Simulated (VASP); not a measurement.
# SrCl2 (Fm-3m) in VASP: notebook

Aim: see how the results for SrCl2 move with the level of theory and the settings. Levels: PBE, r2SCAN, HSE06. Tasks: single point, relaxation of cell and atoms.

Program: VASP 6.6.1. These are calculated values, not measurements. Logs are shortened: lines on timing, memory, paths and dates and some standing lists are left out, and cuts for length are marked.

**1. The cell of the first run**

The structure is cubic, space group Fm-3m (No. 225). Conventional cell: a = 7.041 Å, b = 7.041 Å, c = 7.041 Å, α = 90.00°, β = 90.00°, γ = 90.00°. Sr (site symmetry m-3m) has 8 Cl at 3.05 Å within 4.0 Å. Within 4.0 Å of Cl (site symmetry -43m) lie 4 Sr at 3.05 Å and 6 Cl at 3.52 Å.

**2. Single point, PBE**

INCAR reads:

```
PREC = Accurate
ENCUT = 520
EDIFF = 1E-6
ISMEAR = -1
SIGMA = 0.02
LREAL = False
LASPH = True
NELM = 100
ALGO = Normal
ISIF = 2
LWAVE = False
LCHARG = True
GGA = PE
LELF = True
LVHAR = True
NBANDS = 19
```

KPOINTS reads:

```
regular mesh
0
Gamma
  6 6 6
```

POSCAR reads:

```
SrCl2
1.0
    0.0000000000      3.5205221716      3.5205221716
    3.5205221716      0.0000000000      3.5205221716
    3.5205221716      3.5205221716      0.0000000000
Sr Cl
1 2
Direct
    0.0000000000      0.0000000000      0.0000000000
    0.2500000000      0.2500000000      0.2500000000
    0.7500000000      0.7500000000      0.7500000000
```

Potentials or basis: VASP PAW PBE potentials, release 64 (Sr_sv, Cl).

Started as:

```bash
cat potpaw_PBE.64/Sr_sv/POTCAR potpaw_PBE.64/Cl/POTCAR > POTCAR
mpirun -np 1 vasp_std > vasp.out
```

OUTCAR:

```text
PREC = Accurate
   ENCUT = 520
   EDIFF = 1E-6
   ISMEAR = -1
   LREAL = False
   LASPH = True
   NELM = 100
   ISIF = 2
   GGA = PE

 ion  position               nearest neighbor table
   1  0.000  0.000  0.000-   3 3.05   3 3.05   3 3.05   2 3.05   3 3.05   2 3.05   2 3.05   2 3.05

   2  0.250  0.250  0.250-   1 3.05   1 3.05   1 3.05   1 3.05
   3  0.750  0.750  0.750-   1 3.05   1 3.05   1 3.05   1 3.05

  LATTYP: Found a face centered cubic cell.
 ALAT       =     7.0410443432

  Lattice vectors:

 A1 = (   0.0000000000,   3.5205221716,   3.5205221716)
 A2 = (   3.5205221716,   0.0000000000,   3.5205221716)
 A3 = (   3.5205221716,   3.5205221716,   0.0000000000)

Analysis of symmetry for initial positions (statically):
=====================================================================
 Subroutine PRICEL returns:
 Original cell was already a primitive cell.

 Routine SETGRP: Setting up the symmetry group for a
 face centered cubic supercell.

 Subroutine GETGRP returns: Found 48 space group operations
 (whereof 48 operations were pure point group operations)
 out of a pool of 48 trial point group operations.

The static configuration has the point symmetry O_h .

Analysis of symmetry for dynamics (positions and initial velocities):
=====================================================================
 Subroutine PRICEL returns:
 Original cell was already a primitive cell.

 Routine SETGRP: Setting up the symmetry group for a
 face centered cubic supercell.

 Subroutine GETGRP returns: Found 48 space group operations
 (whereof 48 operations were pure point group operations)
 out of a pool of 48 trial point group operations.

The dynamic configuration has the point symmetry O_h .

 Subroutine INISYM returns: Found 48 space group operations
 (whereof 48 operations are pure point group operations),
 and found     1 'primitive' translations

----------------------------------------------------------------------------------------

                                     Primitive cell

  volume of cell :      87.2672

  direct lattice vectors                    reciprocal lattice vectors
     0.000000000  3.520522172  3.520522172    -0.142024386  0.142024386  0.142024386
     3.520522172  0.000000000  3.520522172     0.142024386 -0.142024386  0.142024386
     3.520522172  3.520522172  0.000000000     0.142024386  0.142024386 -0.142024386

  length of vectors
     4.978770202  4.978770202  4.978770202     0.245993453  0.245993453  0.245993453

  position of ions in fractional coordinates (direct lattice)
     0.000000000  0.000000000  0.000000000
     0.250000000  0.250000000  0.250000000
     0.750000000  0.750000000  0.750000000

  ion indices of the primitive-cell ions
   primitive index   ion index
                 1           1
                 2           2
                 3           3

----------------------------------------------------------------------------------------

 KPOINTS: regular mesh

Automatic generation of k-mesh.
 Grid dimensions read from file:
 generate k-points for:    6    6    6

 Generating k-lattice:

  Cartesian coordinates                     Fractional coordinates (reciprocal lattice)
    -0.023670731  0.023670731  0.023670731     0.166666667  0.000000000  0.000000000
     0.023670731 -0.023670731  0.023670731     0.000000000  0.166666667  0.000000000
     0.023670731  0.023670731 -0.023670731     0.000000000  0.000000000  0.166666667

  Length of vectors
     0.040998909  0.040998909  0.040998909

  Shift w.r.t. Gamma in fractional coordinates (k-lattice)
     0.000000000  0.000000000  0.000000000

 Subroutine IBZKPT returns following result:
 ===========================================

 Found     16 irreducible k-points:

 Following reciprocal coordinates:
            Coordinates               Weight
  0.000000  0.000000  0.000000      1.000000
  0.166667  0.000000  0.000000      8.000000
  0.333333  0.000000  0.000000      8.000000
  0.500000  0.000000  0.000000      4.000000
  0.166667  0.166667  0.000000      6.000000
  0.333333  0.166667  0.000000     24.000000
[... 8 lines left out ...]
 -0.333333  0.333333  0.166667     24.000000
 -0.333333  0.500000  0.166667     12.000000
   k-points           NKPTS =     16   k-points in BZ     NKDIM =     16   number of bands    NBANDS=     19
   number of dos      NEDOS =    301   number of ions     NIONS =      3
   total plane-waves  NPLWV =  64000
   dimension x,y,z NGX =    40 NGY =   40 NGZ =   40
   dimension x,y,z NGXF=    80 NGYF=   80 NGZF=   80
   ions per type =               1   2
   NGX,Y,Z   is equivalent  to a cutoff of  13.36, 13.36, 13.36 a.u.
   NGXF,Y,Z  is equivalent  to a cutoff of  26.71, 26.71, 26.71 a.u.
 SYSTEM =  unknown system
   PREC   = accura    normal or accurate (medium, high low for compatibility)
   ISTART =      0    job   : 0-new  1-cont  2-samecut
   ICHARG =      2    charge: 1-file 2-atom 10-const
   ISPIN  =      1    spin polarized calculation?
   LNONCOLLINEAR =      F non collinear calculations
   LSORBIT =      F    spin-orbit coupling
   LASPH  =      T    aspherical Exc in radial PAW
   ENCUT  =  520.0 eV  38.22 Ry    6.18 a.u.   9.26  9.26  9.26*2*pi/ulx,y,z
   NELM   =    100;   NELMIN=  2; NELMDL= -5     # of ELM steps
   EDIFF  = 0.1E-05   stopping-criterion for ELM
   LREAL  =      F    real-space projection
   EDIFFG = 0.1E-04   stopping-criterion for IOM
   NSW    =      0    number of steps for IOM
   IBRION =     -1    ionic relax: 0-MD 1-quasi-New 2-CG
   NFREE  =      0    steps in history (QN), initial steepest desc. (CG)
   ISIF   =      2    stress and relaxation
   ISYM   =      2    0-nonsym 1-usesym 2-fastsym
   POTIM  = 0.5000    time-step for ionic-motion
   TEBEG  =    0.0;   TEEND  =   0.0 temperature during run
   PSTRESS=    0.0 pullay stress
   NELECT =      24.0000    total number of electrons
   NUPDOWN=      -1.0000    fix difference up-down
   EMIN   =  10.00;   EMAX   =-10.00  energy-range for DOS
   EFERMI =   0.00;   METHOD = LEGACY
   ISMEAR =    -1;   SIGMA  =   0.02  broadening in eV -4-tet -1-fermi 0-gaus
   EFERMI_NEDOS =   21; number of points for ismear=-14 and -15
   IALGO  =     38    algorithm
   IMIX   =      4    mixing-type and parameters
     AMIX     =   0.40;   BMIX     =  1.00
     AMIX_MAG =   1.60;   BMIX_MAG =  1.00
  volume/ion in A,a.u.               =      29.09       196.30
  Fermi-wavevector in a.u.,A,eV,Ry     =   1.064621  2.011841 15.421072  1.133417
  Thomas-Fermi vector in A             =   2.200145
   LORBIT       =      0    0 simple, 1 ext, 2 COOP (PROOUT), +10 PAW based schemes
   GGA     = PE    functional components
   LHFCALC =     F    Hartree Fock is set to
   AEXX    =    0.0000 exact exchange contribution
   IVDW    =     0    specifies the selected vdW correction
   LEPSILON=     F    determine dielectric tensor
   LRPA    =     F    only Hartree local field effects (RPA)
 non-spin polarized calculation
  energy-cutoff  :      520.00
  volume of cell :       87.27
 maximum number of plane-waves:      2397
 NGX is ok and might be reduce to    40
   NGX = 19   NGY = 19   NGZ = 19

 number of electron      23.9999999 magnetization

 Free energy of the ion-electron system (eV)
  ---------------------------------------------------
  ext. energy  EPLUGINS =         0.00000000
  ---------------------------------------------------
  free energy    TOTEN  =       -12.79140262 eV

  energy without entropy =      -12.79140262  energy(sigma->0) =      -12.79140262

 E-fermi :   0.5127     XC(G=0):  -8.1650

 val. band max:       -0.0250128075   @ k =   0.5000   0.5000   0.0000
 cond. band min:       5.2070186586   @ k =   0.0000   0.0000   0.0000
 fundamental gap:      5.2320314662
 Fermi energy:         0.5126540659

 k-point     1 :       0.0000    0.0000    0.0000
  band No.  band energies     occupation
      1     -33.0042      2.00000
      2     -14.9841      2.00000
      3     -14.9841      2.00000
      4     -14.9841      2.00000
      5     -13.2464      2.00000
      6     -12.4513      2.00000
[... 11 lines left out ...]
     18       8.9633      0.00000
     19       9.1245      0.00000

 k-point     2 :       0.1667    0.0000    0.0000
  band No.  band energies     occupation
      1     -33.0036      2.00000
      2     -15.0550      2.00000
      3     -14.9871      2.00000
      4     -14.9871      2.00000
      5     -13.1163      2.00000
      6     -12.5045      2.00000
[... 11 lines left out ...]
     18       8.6260      0.00000
     19       9.6925      0.00000

 k-point     3 :       0.3333    0.0000    0.0000
  band No.  band energies     occupation
      1     -33.0022      2.00000
      2     -15.1723      2.00000
      3     -14.9931      2.00000
      4     -14.9931      2.00000
      5     -12.9144      2.00000
      6     -12.5692      2.00000
[... 11 lines left out ...]
     18       8.4485      0.00000
     19       8.9527      0.00000

 k-point     4 :       0.5000    0.0000    0.0000
  band No.  band energies     occupation
      1     -33.0016      2.00000
      2     -15.2221      2.00000
      3     -14.9960      2.00000
      4     -14.9960      2.00000
      5     -12.8714      2.00000
      6     -12.5483      2.00000
[... 11 lines left out ...]
     18       8.4683      0.00000
     19       8.5608      0.00000

 k-point     5 :       0.1667    0.1667    0.0000
  band No.  band energies     occupation
      1     -33.0033      2.00000
      2     -15.0719      2.00000
      3     -14.9912      2.00000
      4     -14.9912      2.00000
      5     -13.0692      2.00000
      6     -12.5251      2.00000
[... 11 lines left out ...]
     18       8.6962      0.00000
     19       8.7718      0.00000

 k-point     6 :       0.3333    0.1667    0.0000
  band No.  band energies     occupation
      1     -33.0022      2.00000
      2     -15.1566      2.00000
      3     -15.0098      2.00000
      4     -14.9978      2.00000
      5     -12.8762      2.00000
      6     -12.5991      2.00000
[... 11 lines left out ...]
     18       8.3584      0.00000
     19       9.3018      0.00000

 k-point     7 :       0.5000    0.1667    0.0000
  band No.  band energies     occupation
      1     -33.0013      2.00000
      2     -15.2011      2.00000
      3     -15.0418      2.00000
      4     -15.0002      2.00000
      5     -12.7974      2.00000
      6     -12.5861      2.00000
[... 11 lines left out ...]
     18       8.6198      0.00000
     19       9.0346      0.00000

 k-point     8 :      -0.3333    0.1667    0.0000
  band No.  band energies     occupation
      1     -33.0016      2.00000
      2     -15.1809      2.00000
      3     -15.0476      2.00000
      4     -14.9961      2.00000
      5     -12.8080      2.00000
      6     -12.5981      2.00000
[... 11 lines left out ...]
     18       8.4121      0.00000
     19       9.1958      0.00000

 k-point     9 :      -0.1667    0.1667    0.0000
  band No.  band energies     occupation
      1     -33.0027      2.00000
      2     -15.1182      2.00000
      3     -15.0139      2.00000
      4     -14.9895      2.00000
      5     -12.9547      2.00000
      6     -12.5684      2.00000
[... 11 lines left out ...]
     18       8.7328      0.00000
     19       9.7372      0.00000

 k-point    10 :       0.3333    0.3333    0.0000
  band No.  band energies     occupation
      1     -33.0016      2.00000
      2     -15.2140      2.00000
      3     -15.0054      2.00000
      4     -15.0054      2.00000
      5     -12.7364      2.00000
      6     -12.6656      2.00000
[... 11 lines left out ...]
     18       7.9060      0.00000
     19       9.4065      0.00000

 k-point    11 :       0.5000    0.3333    0.0000
  band No.  band energies     occupation
      1     -33.0009      2.00000
      2     -15.2321      2.00000
      3     -15.0445      2.00000
      4     -15.0084      2.00000
      5     -12.7040      2.00000
      6     -12.6236      2.00000
[... 11 lines left out ...]
     18       8.7786      0.00000
     19       9.6087      0.00000

 k-point    12 :      -0.3333    0.3333    0.0000
  band No.  band energies     occupation
      1     -33.0009      2.00000
      2     -15.1632      2.00000
      3     -15.1227      2.00000
      4     -15.0037      2.00000
      5     -12.7019      2.00000
      6     -12.6223      2.00000
[... 11 lines left out ...]
     18       8.8652      0.00000
     19      10.0334      0.00000

 k-point    13 :       0.5000    0.5000    0.0000
  band No.  band energies     occupation
      1     -33.0007      2.00000
      2     -15.2740      2.00000
      3     -15.0125      2.00000
      4     -15.0125      2.00000
      5     -12.7325      2.00000
      6     -12.5745      2.00000
[... 11 lines left out ...]
     18       8.5151      0.00000
     19       9.6641      0.00000

 k-point    14 :       0.5000    0.3333    0.1667
  band No.  band energies     occupation
      1     -33.0013      2.00000
      2     -15.1857      2.00000
      3     -15.0596      2.00000
      4     -15.0029      2.00000
      5     -12.7258      2.00000
      6     -12.6501      2.00000
[... 11 lines left out ...]
     18       8.5348      0.00000
     19       9.6437      0.00000

 k-point    15 :      -0.3333    0.3333    0.1667
  band No.  band energies     occupation
      1     -33.0009      2.00000
      2     -15.1695      2.00000
      3     -15.1133      2.00000
      4     -15.0069      2.00000
      5     -12.7015      2.00000
      6     -12.6227      2.00000
[... 11 lines left out ...]
     18       8.9513      0.00000
     19       9.7590      0.00000

 k-point    16 :      -0.3333    0.5000    0.1667
  band No.  band energies     occupation
      1     -33.0007      2.00000
      2     -15.2129      2.00000
      3     -15.0825      2.00000
      4     -15.0127      2.00000
      5     -12.6886      2.00000
      6     -12.6100      2.00000
[... 11 lines left out ...]
     18       9.3342      0.00000
     19       9.8275      0.00000

------------------------ aborting loop because EDIFF is reached ----------------------------------------

  FORCE on cell =-STRESS in cart. coord.  units (eV):
  Direction    XX          YY          ZZ          XY          YZ          ZX
  --------------------------------------------------------------------------------------
  -------------------------------------------------------------------------------------
  Total        0.0409423      0.0409423      0.0409423      0.0000000      0.0000000      0.0000000
  in kB        0.7516774      0.7516774      0.7516774      0.0000000      0.0000000      0.0000000
  external PRESSURE =       0.7516774 kB  Pullay stress =       0.0000000 kB

 VOLUME and BASIS-vectors are now :
 -----------------------------------------------------------------------------
  energy-cutoff  :      520.00
  volume of cell :       87.27
      direct lattice vectors                 reciprocal lattice vectors
     0.000000000  3.520522172  3.520522172    -0.142024386  0.142024386  0.142024386
     3.520522172  0.000000000  3.520522172     0.142024386 -0.142024386  0.142024386
     3.520522172  3.520522172  0.000000000     0.142024386  0.142024386 -0.142024386

 POSITION                                       TOTAL-FORCE (eV/Angst)
 -----------------------------------------------------------------------------------
      0.00000      0.00000      0.00000         0.000000      0.000000     -0.000000
      1.76026      1.76026      1.76026        -0.000000      0.000000      0.000000
      5.28078      5.28078      5.28078        -0.000000     -0.000000     -0.000000
 -----------------------------------------------------------------------------------
    total drift:                               -0.000000     -0.000000      0.000000

  FREE ENERGIE OF THE ION-ELECTRON SYSTEM (eV)
  ---------------------------------------------------
  free  energy   TOTEN  =       -12.7914026171 eV

  energy  without entropy=      -12.7914026171  energy(sigma->0) =      -12.79140262
```

It took 43 s on 1 thread of Intel Xeon Platinum 8488C (Sapphire Rapids), shared host; peak memory 0.24 GiB.

What came out:

- Free energy: -12.7914 eV
- Pressure: 0.1 GPa
- Band gap on the k mesh: 5.23 eV (least direct gap 5.52 eV)

Levels at points of the mesh, in eV from the valence-band top:
```csv
k point,band 8,band 9,band 10,band 11,band 12,band 13,band 14,band 15,band 16,band 17
"(0.00, 0.00, 0.00)",-2.03,-2.03,-0.33,-0.33,-0.33,5.23,6.10,6.10,8.99,8.99
"(0.50, 0.00, 0.00)",-1.49,-1.45,-1.27,-1.01,-1.01,6.68,6.68,7.41,7.83,8.49
"(0.50, 0.50, 0.00)",-1.81,-1.81,-0.38,-0.38,0.00,5.52,6.96,7.53,7.92,7.92
```

Caveat: the structure was generated, so it needn't be the stable form of SrCl2.

[end of part 1 of 2]
